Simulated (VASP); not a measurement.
# Bi (Im-3m) in VASP: notebook

Aim: see how the results for Bi move with the level of theory and the settings. Levels: PBEsol, r2SCAN+D4. Tasks: single point, elastic constants, electric field gradients.

Everything below comes from runs of VASP 6.6.1. Logs are shortened: lines on timing, memory, paths and dates and some standing lists are left out, and cuts for length are marked.

## (1) The cell of the first run

Symmetry: Im-3m, No. 229, cubic system. The conventional cell has a = 3.963 Å, b = 3.963 Å, c = 3.963 Å, α = 90.00°, β = 90.00°, γ = 90.00°. Bi (site symmetry m-3m) has 14 Bi at 3.43 to 3.96 Å within 4.5 Å.

This isn't the form of Bi at room conditions, which is rhombohedral.

## (2) Single point, PBEsol

File POSCAR:

```
Bi
1.0
   -1.9814305318      1.9814305318      1.9814305318
    1.9814305318     -1.9814305318      1.9814305318
    1.9814305318      1.9814305318     -1.9814305318
Bi
1
Direct
    0.0000000000      0.0000000000      0.0000000000
```

File INCAR.step1:

```
ALGO = Fast
EDIFF = 1E-6
ENCUT = 520
GGA = PS
ISIF = 2
ISMEAR = -1
LASPH = T
LCHARG = T
LREAL = F
LWAVE = F
NBANDS = 14
NELM = 100
PREC = Accurate
SIGMA = 0.05
```

File KPOINTS.step1:

```
k-points
0
Gamma
  5 5 5
```

File INCAR.step2:

```
ALGO = Fast
EDIFF = 1E-6
ENCUT = 520
GGA = PS
ICHARG = 11
ISIF = 2
ISMEAR = -5
LASPH = T
LCHARG = F
LORBIT = 11
LREAL = F
LWAVE = F
NEDOS = 1001
NELM = 100
PREC = Accurate
SIGMA = 0.05
```

File KPOINTS.step2:

```
k-points
0
Gamma
  8 8 8
```

Potentials or basis: VASP PAW PBE potentials, release 64 (Bi_d).

On the command line:

```
> cat potpaw_PBE.64/Bi_d/POTCAR > POTCAR
> cp INCAR.step1 INCAR
> cp KPOINTS.step1 KPOINTS
> mpirun -np 1 vasp_std > vasp.out
> cp INCAR.step2 INCAR
> cp KPOINTS.step2 KPOINTS
> mpirun -np 1 vasp_std > vasp.out
```

OUTCAR:

```text
EDIFF = 1E-6
   ENCUT = 520
   GGA = PS
   ICHARG = 11
   ISIF = 2
   ISMEAR = -5
   LASPH = T
   LORBIT = 11
   LREAL = F
   NELM = 100
   PREC = Accurate

 ion  position               nearest neighbor table
   1  0.000  0.000  0.000-

  LATTYP: Found a body centered cubic cell.
 ALAT       =     3.9628610636

  Lattice vectors:

 A1 = (  -1.9814305318,   1.9814305318,   1.9814305318)
 A2 = (   1.9814305318,  -1.9814305318,   1.9814305318)
 A3 = (   1.9814305318,   1.9814305318,  -1.9814305318)

Analysis of symmetry for initial positions (statically):
=====================================================================
 Subroutine PRICEL returns:
 Original cell was already a primitive cell.

 Routine SETGRP: Setting up the symmetry group for a
 body centered cubic supercell.

 Subroutine GETGRP returns: Found 48 space group operations
 (whereof 48 operations were pure point group operations)
 out of a pool of 48 trial point group operations.

The static configuration has the point symmetry O_h .

Analysis of symmetry for dynamics (positions and initial velocities):
=====================================================================
 Subroutine PRICEL returns:
 Original cell was already a primitive cell.

 Routine SETGRP: Setting up the symmetry group for a
 body centered cubic supercell.

 Subroutine GETGRP returns: Found 48 space group operations
 (whereof 48 operations were pure point group operations)
 out of a pool of 48 trial point group operations.

The dynamic configuration has the point symmetry O_h .

 Subroutine INISYM returns: Found 48 space group operations
 (whereof 48 operations are pure point group operations),
 and found     1 'primitive' translations

----------------------------------------------------------------------------------------

                                     Primitive cell

  volume of cell :      31.1169

  direct lattice vectors                    reciprocal lattice vectors
    -1.981430532  1.981430532  1.981430532     0.000000000  0.252342937  0.252342937
     1.981430532 -1.981430532  1.981430532     0.252342937  0.000000000  0.252342937
     1.981430532  1.981430532 -1.981430532     0.252342937  0.252342937  0.000000000

  length of vectors
     3.431938353  3.431938353  3.431938353     0.356866804  0.356866804  0.356866804

  position of ions in fractional coordinates (direct lattice)
     0.000000000  0.000000000  0.000000000

  ion indices of the primitive-cell ions
   primitive index   ion index
                 1           1

----------------------------------------------------------------------------------------

 KPOINTS: k-points

Automatic generation of k-mesh.
 Grid dimensions read from file:
 generate k-points for:    8    8    8

 Generating k-lattice:

  Cartesian coordinates                     Fractional coordinates (reciprocal lattice)
     0.000000000  0.031542867  0.031542867     0.125000000  0.000000000  0.000000000
     0.031542867  0.000000000  0.031542867     0.000000000  0.125000000  0.000000000
     0.031542867  0.031542867  0.000000000     0.000000000  0.000000000  0.125000000

  Length of vectors
     0.044608350  0.044608350  0.044608350

  Shift w.r.t. Gamma in fractional coordinates (k-lattice)
     0.000000000  0.000000000  0.000000000

 TETIRR: Found    513 inequivalent tetrahedra from     3072

 Subroutine IBZKPT returns following result:
 ===========================================

 Found     29 irreducible k-points:

 Following reciprocal coordinates:
            Coordinates               Weight
  0.000000  0.000000  0.000000      1.000000
  0.125000  0.000000  0.000000     12.000000
  0.250000  0.000000  0.000000     12.000000
  0.375000  0.000000  0.000000     12.000000
  0.500000  0.000000  0.000000      6.000000
  0.125000  0.125000  0.000000     24.000000
[... 16 lines left out ...]
 -0.250000  0.250000  0.250000      6.000000
 -0.375000  0.375000  0.250000     24.000000
 [... further k-points ...]
   k-points           NKPTS =     29   k-points in BZ     NKDIM =     29   number of bands    NBANDS=     11
   number of dos      NEDOS =   1001   number of ions     NIONS =      1
   total plane-waves  NPLWV =  21952
   dimension x,y,z NGX =    28 NGY =   28 NGZ =   28
   dimension x,y,z NGXF=    56 NGYF=   56 NGZF=   56
   ions per type =               1
   NGX,Y,Z   is equivalent  to a cutoff of  13.56, 13.56, 13.56 a.u.
   NGXF,Y,Z  is equivalent  to a cutoff of  27.13, 27.13, 27.13 a.u.
 SYSTEM =  unknown system
   PREC   = accura    normal or accurate (medium, high low for compatibility)
   ISTART =      0    job   : 0-new  1-cont  2-samecut
   ICHARG =     11    charge: 1-file 2-atom 10-const
   ISPIN  =      1    spin polarized calculation?
   LNONCOLLINEAR =      F non collinear calculations
   LSORBIT =      F    spin-orbit coupling
   LASPH  =      T    aspherical Exc in radial PAW
   ENCUT  =  520.0 eV  38.22 Ry    6.18 a.u.   6.38  6.38  6.38*2*pi/ulx,y,z
   NELM   =    100;   NELMIN=  2; NELMDL=  0     # of ELM steps
   EDIFF  = 0.1E-05   stopping-criterion for ELM
   LREAL  =      F    real-space projection
   EDIFFG = 0.1E-04   stopping-criterion for IOM
   NSW    =      0    number of steps for IOM
   IBRION =     -1    ionic relax: 0-MD 1-quasi-New 2-CG
   NFREE  =      0    steps in history (QN), initial steepest desc. (CG)
   ISIF   =      2    stress and relaxation
   ISYM   =      2    0-nonsym 1-usesym 2-fastsym
   POTIM  = 0.5000    time-step for ionic-motion
   TEBEG  =    0.0;   TEEND  =   0.0 temperature during run
   PSTRESS=    0.0 pullay stress
   NELECT =      15.0000    total number of electrons
   NUPDOWN=      -1.0000    fix difference up-down
   EMIN   =  10.00;   EMAX   =-10.00  energy-range for DOS
   EFERMI =   0.00;   METHOD = LEGACY
   ISMEAR =    -5;   SIGMA  =   0.05  broadening in eV -4-tet -1-fermi 0-gaus
   EFERMI_NEDOS =   21; number of points for ismear=-14 and -15
   IALGO  =     68    algorithm
   IMIX   =      4    mixing-type and parameters
     AMIX     =   0.40;   BMIX     =  1.00
     AMIX_MAG =   1.60;   BMIX_MAG =  1.00
  volume/ion in A,a.u.               =      31.12       209.99
  Fermi-wavevector in a.u.,A,eV,Ry     =   1.283630  2.425708 22.418388  1.647705
  Thomas-Fermi vector in A             =   2.415871
   LORBIT       =     11    0 simple, 1 ext, 2 COOP (PROOUT), +10 PAW based schemes
   GGA     = PS    functional components
   LHFCALC =     F    Hartree Fock is set to
   AEXX    =    0.0000 exact exchange contribution
   IVDW    =     0    specifies the selected vdW correction
   LEPSILON=     F    determine dielectric tensor
   LRPA    =     F    only Hartree local field effects (RPA)
 non-spin polarized calculation
 RMM-DIIS sequential band-by-band and
 Fermi weights with tetrahedron method with Bloechl corrections
  energy-cutoff  :      520.00
  volume of cell :       31.12
 maximum number of plane-waves:       887
 NGX is ok and might be reduce to    28

 number of electron      14.9999994 magnetization

 Free energy of the ion-electron system (eV)
  ---------------------------------------------------
  ext. energy  EPLUGINS =         0.00000000
  ---------------------------------------------------
  free energy    TOTEN  =        -4.20191788 eV

  energy without entropy =       -4.20191788  energy(sigma->0) =       -4.20191788

 E-fermi :   7.7872     XC(G=0): -10.4386

 val. band max:        7.6018843245   @ k =  -0.3750   0.3750   0.2500
 cond. band min:       7.7145471266   @ k =   0.2500   0.2500   0.1250
 fundamental gap:      0.1126628021
 Fermi energy:         7.7871969980

 k-point     1 :       0.0000    0.0000    0.0000
  band No.  band energies     occupation
      1     -15.2027      2.00000
      2     -15.2027      2.00000
      3     -15.2027      2.00000
      4     -15.0723      2.00000
      5     -15.0723      2.00000
      6      -5.7849      2.00000
      7      12.8636      0.00000
      8      12.8636      0.00000
      9      12.8636      0.00000
     10      16.8488      0.00000
     11      18.2240      0.00000

 k-point     2 :       0.1250    0.0000    0.0000
  band No.  band energies     occupation
      1     -15.2085      2.00000
      2     -15.1928      2.00000
      3     -15.1721      2.00000
      4     -15.0789      2.00000
      5     -15.0734      2.00000
      6      -5.5010      2.00000
      7      10.4669     -0.16172
      8      12.0815      0.00000
      9      12.6089      0.00000
     10      16.3345      0.00000
     11      17.1751      0.00000

 k-point     3 :       0.2500    0.0000    0.0000
  band No.  band energies     occupation
      1     -15.2227      2.00000
      2     -15.1759      2.00000
      3     -15.0973      2.00000
      4     -15.0893      2.00000
      5     -15.0761      2.00000
      6      -4.6781      2.00000
      7       6.9725      1.76466
      8      10.7169     -0.00062
      9      11.9908      0.00000
     10      14.8199      0.00000
     11      16.1400      0.00000
[... 267 lines left out ...]
 k-point    23 :      -0.2500    0.2500    0.2500
  band No.  band energies     occupation
      1     -15.1415      2.00000
      2     -15.1192      2.00000
      3     -15.1192      2.00000
      4     -15.1056      2.00000
      5     -15.1024      2.00000
      6      -3.6304      2.00000
      7       6.8372      1.98603
      8       8.5789     -0.11155
      9       8.5789      0.00030
     10      13.1786      0.00000
     11      19.6306      0.00000

 k-point    24 :      -0.3750    0.3750    0.2500
  band No.  band energies     occupation
      1     -15.1654      2.00000
      2     -15.1326      2.00000
      3     -15.1233      2.00000
      4     -15.0815      2.00000
      5     -15.0324      2.00000
      6      -2.5441      2.00000
      7       4.9943      2.00000
      8       7.6019      1.60782
      9       8.1702      0.10645
     10      13.0741      0.00000
     11      17.1099      0.00000

 [... further k-points ...]

------------------------ aborting loop because EDIFF is reached ----------------------------------------

  FORCE on cell =-STRESS in cart. coord.  units (eV):
  Direction    XX          YY          ZZ          XY          YZ          ZX
  --------------------------------------------------------------------------------------
  -------------------------------------------------------------------------------------
  Total       -0.2449753     -0.2449753     -0.2449753     -0.0000000     -0.0000000      0.0000000
  in kB      -12.6135232    -12.6135232    -12.6135232     -0.0000000     -0.0000000      0.0000000
  external PRESSURE =     -12.6135232 kB  Pullay stress =       0.0000000 kB

 VOLUME and BASIS-vectors are now :
 -----------------------------------------------------------------------------
  energy-cutoff  :      520.00
  volume of cell :       31.12
      direct lattice vectors                 reciprocal lattice vectors
    -1.981430532  1.981430532  1.981430532     0.000000000  0.252342937  0.252342937
     1.981430532 -1.981430532  1.981430532     0.252342937  0.000000000  0.252342937
     1.981430532  1.981430532 -1.981430532     0.252342937  0.252342937  0.000000000

 POSITION                                       TOTAL-FORCE (eV/Angst)
 -----------------------------------------------------------------------------------
      0.00000      0.00000      0.00000        -0.000000      0.000000     -0.000000
 -----------------------------------------------------------------------------------
    total drift:                               -0.000000     -0.000000     -0.000000

  FREE ENERGIE OF THE ION-ELECTRON SYSTEM (eV)
  ---------------------------------------------------
  free  energy   TOTEN  =        -4.2019178794 eV

  energy  without entropy=       -4.2019178794  energy(sigma->0) =       -4.20191788

 total charge

# of ion       s       p       d       tot
------------------------------------------
    1        1.549   1.258   9.919  12.726
```

Wall time 26 s (1 thread of Intel Xeon 8259CL, shared host); peak memory 0.15 GiB.

What came out:

* Valence electrons inside the program's atomic spheres: Bi 12.73

Caveat: the k points lie up to 0.45 Å⁻¹ apart; the PAW data sets were made with another functional, which shifts forces and pressure a little; spin-orbit coupling is left out, which moves the levels of the heavy elements.

## (3) Elastic constants, PBEsol

File INCAR:

```
PREC = Accurate
ENCUT = 600
EDIFF = 1E-8
ISMEAR = -1
SIGMA = 0.05
LREAL = F
LASPH = T
NELM = 80
ALGO = Normal
ISIF = 3
LWAVE = F
LCHARG = F
GGA = PS
NBANDS = 14
IBRION = 6
NFREE = 2
POTIM = 0.015
NSW = 1
```

File KPOINTS:

```
Automatic mesh
0
Gamma
  8 8 8
```

POSCAR is that of step 2.

Potentials or basis: VASP PAW PBE potentials, release 64 (Bi_d).

On the command line:

```
> cat potpaw_PBE.64/Bi_d/POTCAR > POTCAR
> mpirun -np 1 vasp_std > vasp.out
```

It took 13 min on 1 thread of Intel Xeon 8259CL, shared host; peak memory 0.23 GiB.

The run converged. Its results:

| Property | Result |
| --- | --- |
| Elastic constants C11, C12, C44 | 91, 35, 0 GPa |
| Voigt bulk modulus | 54 GPa |

Elastic tensor in Voigt notation (GPa, in the Cartesian axes of the cell as first typed):
```
91 35 35  0  0  0
35 91 35  0  0  0
35 35 91  0  0  0
 0  0  0  0  0  0
 0  0  0  0  0  0
 0  0  0  0  0  0
```

Clamped-ion elastic tensor (GPa):
```
91 35 35  0  0  0
35 91 35  0  0  0
35 35 91  0  0  0
 0  0  0  0  0  0
 0  0  0  0  0  0
 0  0  0  0  0  0
```

Caveat: the cell is under stress, which shifts elastic constants; the PAW data sets were made with another functional, which shifts forces and pressure a little; spin-orbit coupling is left out, which moves the levels of the heavy elements.

(Part 1 of 2 ends here.)
